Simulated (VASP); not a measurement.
Set up this calculation in VASP 6.6.1, as the native input.

| Quantity | Value |
| --- | --- |
| Task | single point |
| Functional | LDA |
| Potentials or basis | VASP PAW LDA potentials, release 64 (Ir) |
| Cutoff | 520 eV |
| k mesh | 22 × 22 × 22 |
| Occupations | gaussian, width 0.15 eV |
| Spin | no spin polarisation |
| Dipole correction | no |
| Further INCAR settings | ALGO = Normal; EDIFF = 1e-06; NBANDS = 10 |

The structure of Ir lies in POSCAR:

```
Ir
1.0
    0.0000000000      2.1833771395      1.3737808962
    2.1833771395      0.0000000000      1.3737808962
    2.1833771395      2.1833771395      0.0000000000
Ir
1
Direct
    0.0000000000      0.0000000000      0.0000000000
```

The input as run:

INCAR

```
SYSTEM = Ir
PREC = Accurate ; ENCUT = 520
EDIFF = 1E-6 ; ISMEAR = 0
SIGMA = 0.15 ; LREAL = .FALSE.
LASPH = .TRUE. ; NELM = 100
ALGO = Normal ; ISIF = 2
LWAVE = .FALSE. ; LCHARG = .FALSE.
GGA = CA ; NBANDS = 10
```

KPOINTS

```
Automatic mesh
0
G
  22 22 22
  0 0 0
```

Potentials or basis: VASP PAW LDA potentials, release 64 (Ir).

Run with:

```console
$ cat potpaw_LDA.64/Ir/POTCAR > POTCAR
$ mpirun -np 1 vasp_std > vasp.out
```

It gave:

* Pressure: 41.0 GPa
* Band gap on the k mesh: zero (an odd number of electrons rules out a gap without spin polarisation)

Caveat: the stress differs along the axes, from 14 to 55 GPa; spin-orbit coupling is left out, which moves the levels of the heavy elements.

Run time: 35 s on 1 thread of Intel(R) Xeon(R) 6975P-C (Granite Rapids), with other jobs on the host, peak memory 0.23 GiB.
